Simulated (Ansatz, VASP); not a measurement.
Two plane-wave programs on Sr2ScBiO6

INCAR

```
SYSTEM = Sr2ScBiO6
PREC     = Accurate       ! precision mode
ENCUT    = 520            ! plane-wave cutoff, eV
EDIFF    = 1E-6           ! SCF threshold, eV
ISMEAR   = 1              ! smearing method
SIGMA    = 0.1            ! smearing width, eV
LREAL    = .FALSE.        ! projectors in reciprocal space
LASPH    = .TRUE.         ! aspherical terms in the spheres
NELM     = 80             ! most SCF steps
ALGO     = Normal         ! electronic algorithm
ISIF     = 2              ! what is computed and relaxed
LWAVE    = .FALSE.        ! write WAVECAR
LCHARG   = .TRUE.         ! write CHGCAR
GGA      = CA             ! functional
LELF     = .TRUE.         ! ELF
LVHAR    = .TRUE.       
NBANDS   = 52             ! bands
```

KPOINTS

```
Automatic mesh
0
G
  2 2 2
  0 0 0
```

POSCAR

```
Sr2ScBiO6
1.0
    0.0000000000      4.1754960000      4.1754960000
    4.1754960000      0.0000000000      4.1754960000
    4.1754960000      4.1754960000      0.0000000000
Sr Sc Bi O
2 1 1 6
Direct
    0.2500000000      0.2500000000      0.2500000000
    0.7500000000      0.7500000000      0.7500000000
    0.5000000000      0.5000000000      0.5000000000
    0.0000000000      0.0000000000      0.0000000000
    0.7485180000      0.2514820000      0.2514820000
    0.2514820000      0.7485180000      0.7485180000
    0.2514820000      0.7485180000      0.2514820000
    0.7485180000      0.2514820000      0.7485180000
    0.2514820000      0.2514820000      0.7485180000
    0.7485180000      0.7485180000      0.2514820000
```

Input for Ansatz:

```yaml
crystal:
  lattice:
    - [0.0, 4.175496, 4.175496]
    - [4.175496, 0.0, 4.175496]
    - [4.175496, 4.175496, 0.0]
  atoms:
    - { symbol: Sr, position: [0.25, 0.25, 0.25] }
    - { symbol: Sr, position: [0.75, 0.75, 0.75] }
    - { symbol: Sc, position: [0.5, 0.5, 0.5] }
    - { symbol: Bi, position: [0.0, 0.0, 0.0] }
    - { symbol: O, position: [0.748518, 0.251482, 0.251482] }
    - { symbol: O, position: [0.251482, 0.748518, 0.748518] }
    - { symbol: O, position: [0.251482, 0.748518, 0.251482] }
    - { symbol: O, position: [0.748518, 0.251482, 0.748518] }
    - { symbol: O, position: [0.251482, 0.251482, 0.748518] }
    - { symbol: O, position: [0.748518, 0.748518, 0.251482] }
kpoints:
  mp_grid: { grid: [2, 2, 2], shift: [0.0, 0.0, 0.0] }
hamiltonian:
  xc: lda
  pseudopotentials: { kind: paw }
scf:
  max_iter: 60
  convergence: { dr2_threshold: 1.0e-06 }
  occupations: { method: methfessel_paxton, width: 0.1 }
output:
  forces: true
  stress: true
  cutoff_correction: 756.0
  eigenvalues: true
```

Alike in both runs: task single point; functional LDA; k mesh 2 × 2 × 2; occupations methfessel-paxton of order 1, width 0.1 eV; no spin polarisation.

|  | VASP | Ansatz |
| --- | --- | --- |
| version | VASP 6.6.1 | Ansatz 0.2.0 |
| potentials or method | VASP PAW LDA potentials, release 64 (Sr_sv, Sc_sv, Bi_d, O), cutoff 520 eV | plane waves, PAW |
| valence electrons in the cell | 82 | 82 |

```tsv
	VASP	Ansatz	Ansatz less VASP
gap on the k mesh at the Fermi level (eV)	1.71	1.70	-0.012
pressure (GPa)	-9.1	-9.8	-0.75
rms of the force components (eV/Å)	0.142	0.135	-0.0062
```

LDA's correlation is that of Perdew and Zunger in VASP and of Perdew and Wang (1992) in Ansatz. Atom by atom the forces differ by 0.006 eV/Å (rms over components). Ansatz's warnings: force scf threshold loose, stress scf threshold loose.

The k mesh is coarse, so the values compare programs but aren't converged. Spin-orbit coupling is off throughout.
